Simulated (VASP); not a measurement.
# ZnS (Cmmm) in VASP: further runs, part 2 of 3

VASP 6.6.1.

## (3) Single point, PBE

This run uses another cell than the first one, of 59.50 Å³/atom, 1.163 times its volume.

INCAR reads:

```
ALGO     = Normal         # electronic algorithm
EDIFF    = 1E-7           # SCF threshold, eV
ENCUT    = 520            # plane-wave cutoff, eV
GGA      = PE             # functional
ISIF     = 2              # what is computed and relaxed
ISMEAR   = 0              # smearing method
LASPH    = T              # aspherical terms in the spheres
LCHARG   = T              # write CHGCAR
LELF     = T              # ELF
LREAL    = F              # projectors in reciprocal space
LVHAR    = T            
LWAVE    = F              # write WAVECAR
NBANDS   = 16             # bands
NELM     = 100            # most SCF steps
PREC     = Accurate       # precision mode
SIGMA    = 0.02           # smearing width, eV
```

KPOINTS reads:

```
k-points
0
Gamma
  6 6 8
```

POSCAR reads:

```
ZnS
1.0
    3.6847144389     -3.8687299036      0.0000000000
    3.6847144389      3.8687299036      0.0000000000
    0.0000000000      0.0000000000      4.1742165216
Zn S
1 1
Direct
    0.5000000000      0.5000000000      0.5000000000
    0.5000000000      0.5000000000      0.0000000000
```

Potentials or basis: VASP PAW PBE potentials, release 64 (Zn, S).

Launch:

```console
> cat potpaw_PBE.64/Zn/POTCAR potpaw_PBE.64/S/POTCAR > POTCAR
> mpirun -np 1 vasp_std > vasp.out
```

OUTCAR:

```text
EDIFF = 1E-7
   ENCUT = 520
   GGA = PE
   ISIF = 2
   ISMEAR = 0
   LASPH = T
   LREAL = F
   NELM = 100
   PREC = Accurate

 ion  position               nearest neighbor table
   1  0.500  0.500  0.500-   2 2.09   2 2.09
   2  0.500  0.500  0.000-   1 2.09   1 2.09

  LATTYP: Found a base centered orthorhombic cell.
 ALAT       =     7.3694288778
 B/A-ratio  =     1.0499402241
 C/A-ratio  =     0.5664233404

  Lattice vectors:

 A1 = (   3.6847144389,  -3.8687299036,   0.0000000000)
 A2 = (   3.6847144389,   3.8687299036,   0.0000000000)
 A3 = (   0.0000000000,   0.0000000000,   4.1742165216)

Analysis of symmetry for initial positions (statically):
=====================================================================
 Subroutine PRICEL returns:
 Original cell was already a primitive cell.

 Routine SETGRP: Setting up the symmetry group for a
 base centered orthorhombic supercell.

 Subroutine GETGRP returns: Found  8 space group operations
 (whereof  8 operations were pure point group operations)
 out of a pool of  8 trial point group operations.

The static configuration has the point symmetry D_2h.

Analysis of symmetry for dynamics (positions and initial velocities):
=====================================================================
 Subroutine PRICEL returns:
 Original cell was already a primitive cell.

 Routine SETGRP: Setting up the symmetry group for a
 base centered orthorhombic supercell.

 Subroutine GETGRP returns: Found  8 space group operations
 (whereof  8 operations were pure point group operations)
 out of a pool of  8 trial point group operations.

The dynamic configuration has the point symmetry D_2h.

 Subroutine INISYM returns: Found  8 space group operations
 (whereof  8 operations are pure point group operations),
 and found     1 'primitive' translations

----------------------------------------------------------------------------------------

                                     Primitive cell

  volume of cell :     119.0083

  direct lattice vectors                    reciprocal lattice vectors
     3.684714439 -3.868729904  0.000000000     0.135695726 -0.129241382  0.000000000
     3.684714439  3.868729904  0.000000000     0.135695726  0.129241382  0.000000000
     0.000000000  0.000000000  4.174216522     0.000000000  0.000000000  0.239565915

  length of vectors
     5.342676442  5.342676442  4.174216522     0.187394410  0.187394410  0.239565915

  position of ions in fractional coordinates (direct lattice)
     0.500000000  0.500000000  0.500000000
     0.500000000  0.500000000  0.000000000

  ion indices of the primitive-cell ions
   primitive index   ion index
                 1           1
                 2           2

----------------------------------------------------------------------------------------

 KPOINTS: k-points

Automatic generation of k-mesh.
 Grid dimensions read from file:
 generate k-points for:    6    6    8

 Generating k-lattice:

  Cartesian coordinates                     Fractional coordinates (reciprocal lattice)
     0.022615954 -0.021540230  0.000000000     0.166666667 -0.000000000  0.000000000
     0.022615954  0.021540230  0.000000000    -0.000000000  0.166666667  0.000000000
     0.000000000  0.000000000  0.029945739     0.000000000  0.000000000  0.125000000

  Length of vectors
     0.031232402  0.031232402  0.029945739

  Shift w.r.t. Gamma in fractional coordinates (k-lattice)
     0.000000000  0.000000000  0.000000000

 Subroutine IBZKPT returns following result:
 ===========================================

 Found     65 irreducible k-points:

 Following reciprocal coordinates:
            Coordinates               Weight
  0.000000  0.000000  0.000000      1.000000
  0.166667  0.000000  0.000000      4.000000
  0.333333  0.000000  0.000000      4.000000
  0.500000 -0.000000  0.000000      2.000000
  0.166667  0.166667  0.000000      2.000000
  0.333333  0.166667  0.000000      4.000000
[... 16 lines left out ...]
  0.333333  0.333333  0.125000      4.000000
  0.500000  0.333333  0.125000      8.000000
 [... further k-points ...]
   k-points           NKPTS =     65   k-points in BZ     NKDIM =     65   number of bands    NBANDS=     16
   number of dos      NEDOS =    301   number of ions     NIONS =      2
   total plane-waves  NPLWV =  51200
   dimension x,y,z NGX =    40 NGY =   40 NGZ =   32
   dimension x,y,z NGXF=    80 NGYF=   80 NGZF=   64
   ions per type =               1   1
   NGX,Y,Z   is equivalent  to a cutoff of  12.45, 12.45, 12.74 a.u.
   NGXF,Y,Z  is equivalent  to a cutoff of  24.89, 24.89, 25.49 a.u.
 SYSTEM =  unknown system
   PREC   = accura    normal or accurate (medium, high low for compatibility)
   ISTART =      0    job   : 0-new  1-cont  2-samecut
   ICHARG =      2    charge: 1-file 2-atom 10-const
   ISPIN  =      1    spin polarized calculation?
   LNONCOLLINEAR =      F non collinear calculations
   LSORBIT =      F    spin-orbit coupling
   LASPH  =      T    aspherical Exc in radial PAW
   ENCUT  =  520.0 eV  38.22 Ry    6.18 a.u.   9.93  9.93  7.76*2*pi/ulx,y,z
   NELM   =    100;   NELMIN=  2; NELMDL= -5     # of ELM steps
   EDIFF  = 0.1E-06   stopping-criterion for ELM
   LREAL  =      F    real-space projection
   EDIFFG = 0.1E-05   stopping-criterion for IOM
   NSW    =      0    number of steps for IOM
   IBRION =     -1    ionic relax: 0-MD 1-quasi-New 2-CG
   NFREE  =      0    steps in history (QN), initial steepest desc. (CG)
   ISIF   =      2    stress and relaxation
   ISYM   =      2    0-nonsym 1-usesym 2-fastsym
   POTIM  = 0.5000    time-step for ionic-motion
   TEBEG  =    0.0;   TEEND  =   0.0 temperature during run
   PSTRESS=    0.0 pullay stress
   NELECT =      18.0000    total number of electrons
   NUPDOWN=      -1.0000    fix difference up-down
   EMIN   =  10.00;   EMAX   =-10.00  energy-range for DOS
   EFERMI =   0.00;   METHOD = LEGACY
   ISMEAR =     0;   SIGMA  =   0.02  broadening in eV -4-tet -1-fermi 0-gaus
   EFERMI_NEDOS =   21; number of points for ismear=-14 and -15
   IALGO  =     38    algorithm
   IMIX   =      4    mixing-type and parameters
     AMIX     =   0.40;   BMIX     =  1.00
     AMIX_MAG =   1.60;   BMIX_MAG =  1.00
  volume/ion in A,a.u.               =      59.50       401.55
  Fermi-wavevector in a.u.,A,eV,Ry     =   0.872248  1.648310 10.351535  0.760816
  Thomas-Fermi vector in A             =   1.991470
   LORBIT       =      0    0 simple, 1 ext, 2 COOP (PROOUT), +10 PAW based schemes
   GGA     = PE    functional components
   LHFCALC =     F    Hartree Fock is set to
   AEXX    =    0.0000 exact exchange contribution
   IVDW    =     0    specifies the selected vdW correction
   LEPSILON=     F    determine dielectric tensor
   LRPA    =     F    only Hartree local field effects (RPA)
 non-spin polarized calculation
 Gauss-broadening in eV      SIGMA  =   0.02
  energy-cutoff  :      520.00
  volume of cell :      119.01
 maximum number of plane-waves:      3226
   NGX = 19   NGY = 19   NGZ = 15

 number of electron      18.0000020 magnetization

 Free energy of the ion-electron system (eV)
  ---------------------------------------------------
  ext. energy  EPLUGINS =         0.00000000
  ---------------------------------------------------
  free energy    TOTEN  =        -5.03734998 eV

  energy without entropy =       -5.03734998  energy(sigma->0) =       -5.03734998

 E-fermi :  -3.2168     XC(G=0):  -4.8999

 val. band max:       -3.3025208651   @ k =   0.5000  -0.0000   0.5000
 cond. band min:      -1.9728871381   @ k =   0.0000   0.0000   0.0000
 fundamental gap:      1.3296337270
 Fermi energy:        -3.2167738428

 k-point     1 :       0.0000    0.0000    0.0000
  band No.  band energies     occupation
      1     -15.4438      2.00000
      2     -10.0182      2.00000
      3     -10.0182      2.00000
      4      -9.8961      2.00000
      5      -9.8922      2.00000
      6      -9.5226      2.00000
[... 8 lines left out ...]
     15       6.6437      0.00000
     16       7.7170      0.00000

 k-point     2 :       0.1667    0.0000    0.0000
  band No.  band energies     occupation
      1     -15.4421      2.00000
      2     -10.0184      2.00000
      3     -10.0181      2.00000
      4      -9.8955      2.00000
      5      -9.8924      2.00000
      6      -9.5196      2.00000
[... 8 lines left out ...]
     15       6.0088      0.00000
     16       7.0234      0.00000
[... 387 lines left out ...]
      5      -9.8916      2.00000
      6      -9.7110      2.00000
[... 8 lines left out ...]
     15       5.5203      0.00000
     16       7.6322      0.00000

 k-point    24 :       0.5000    0.3333    0.1250
  band No.  band energies     occupation
      1     -15.3314      2.00000
      2     -10.0386      2.00000
      3     -10.0382      2.00000
      4      -9.8934      2.00000
      5      -9.8910      2.00000
      6      -9.7090      2.00000
[... 8 lines left out ...]
     15       6.0408      0.00000
     16       7.3379      0.00000

 [... further k-points ...]
[... 5 lines left out ...]
  --------------------------------------------------------------------------------------
  -------------------------------------------------------------------------------------
  Total        0.0228779      0.0246547      0.1743164      0.0000000      0.0000000      0.0000000
  in kB        0.3079987      0.3319194      2.3467759      0.0000000      0.0000000      0.0000000
  external PRESSURE =       0.9955647 kB  Pullay stress =       0.0000000 kB

 VOLUME and BASIS-vectors are now :
 -----------------------------------------------------------------------------
  energy-cutoff  :      520.00
  volume of cell :      119.01
      direct lattice vectors                 reciprocal lattice vectors
     3.684714439 -3.868729904  0.000000000     0.135695726 -0.129241382  0.000000000
     3.684714439  3.868729904  0.000000000     0.135695726  0.129241382  0.000000000
     0.000000000  0.000000000  4.174216522     0.000000000  0.000000000  0.239565915

 POSITION                                       TOTAL-FORCE (eV/Angst)
 -----------------------------------------------------------------------------------
      3.68471      0.00000      2.08711         0.000000     -0.000000      0.000000
      3.68471      0.00000      0.00000        -0.000000      0.000000      0.000000
 -----------------------------------------------------------------------------------
    total drift:                               -0.000000      0.000000     -0.000000

  FREE ENERGIE OF THE ION-ELECTRON SYSTEM (eV)
  ---------------------------------------------------
  free  energy   TOTEN  =        -5.0373499787 eV

  energy  without entropy=       -5.0373499787  energy(sigma->0) =       -5.03734998
```

It took 73 s on 1 thread of Intel Xeon Platinum 8259CL at 2.50GHz (Skylake/Cascade Lake), shared host; peak memory 0.29 GiB.

Results:

```
Free energy            : -5.0373 eV
Pressure               : 0.1 GPa
Band gap on the k mesh : 1.33 eV, indirect (least direct gap 2.35 eV)
```

Levels at points of the mesh, in eV from the valence-band top:
```tsv
k point	band 6	band 7	band 8	band 9	band 10	band 11	band 12	band 13
(0.00, 0.00, 0.00)	-6.22	-2.95	-1.03	-1.02	1.33	5.09	6.96	7.40
(0.50, 0.00, 0.00)	-6.21	-2.94	-1.31	-1.00	1.56	5.35	6.32	7.71
(0.50, 0.50, 0.00)	-6.20	-2.93	-1.27	-1.25	1.74	5.77	6.02	6.16
(0.00, 0.00, 0.50)	-6.59	-4.15	-0.02	-0.01	4.41	4.45	5.85	6.26
(0.50, 0.00, 0.50)	-6.59	-4.11	-0.21	0.00	3.44	4.54	6.80	7.63
(0.50, 0.50, 0.50)	-6.59	-4.06	-0.18	-0.17	3.62	3.68	7.72	7.77
```

A k mesh can miss the band edges. PBE gaps usually lie below the measured ones, often by a third to a half.

## (4) Single point, PBE

This run uses another cell than the first one, of 59.50 Å³/atom, 1.163 times its volume.

INCAR reads:

```
SYSTEM = ZnS
PREC     = Accurate       ! precision mode
ENCUT    = 520            ! plane-wave cutoff, eV
EDIFF    = 1E-6           ! SCF threshold, eV
ISMEAR   = 0              ! smearing method
SIGMA    = 0.02           ! smearing width, eV
LREAL    = .False.        ! projectors in reciprocal space
LASPH    = .True.         ! aspherical terms in the spheres
NELM     = 80             ! most SCF steps
ALGO     = Normal         ! electronic algorithm
ISIF     = 2              ! what is computed and relaxed
LWAVE    = .False.        ! write WAVECAR
LCHARG   = .False.        ! write CHGCAR
GGA      = PE             ! functional
NBANDS   = 16             ! bands
```

KPOINTS reads:

```
regular mesh
0
Gamma
  6 6 8
  0 0 0
```

POSCAR is that of step 3.

Launch:

```console
> cat potpaw_PBE.64/Zn/POTCAR potpaw_PBE.64/S/POTCAR > POTCAR
> mpirun -np 1 vasp_std > vasp.out
```

It took 70 s on 1 thread of Intel Xeon Platinum 8259CL at 2.50GHz (Skylake/Cascade Lake), shared host; peak memory 0.29 GiB.

It converged, with:

* Free energy: -5.0373 eV
* Pressure: 0.1 GPa
* Band gap on the k mesh: 1.33 eV, indirect (least direct gap 2.35 eV)

Stress tensor (GPa, compression positive):
```
0.03 0.00 0.00
0.00 0.03 0.00
0.00 0.00 0.24
```

Levels at points of the mesh, in eV from the valence-band top:
```tsv
k point	band 7	band 8	band 9	band 10	band 11	band 12
(0.00, 0.00, 0.00)	-2.95	-1.03	-1.02	1.33	5.09	6.96
(0.50, 0.00, 0.00)	-2.94	-1.31	-1.00	1.56	5.35	6.32
(0.50, 0.50, 0.00)	-2.93	-1.27	-1.25	1.74	5.77	6.02
(0.00, 0.00, 0.50)	-4.15	-0.02	-0.01	4.41	4.45	5.85
(0.50, 0.00, 0.50)	-4.11	-0.21	0.00	3.44	4.54	6.80
(0.50, 0.50, 0.50)	-4.06	-0.18	-0.17	3.62	3.68	7.72
```

(Continued in part 3 of 3.)
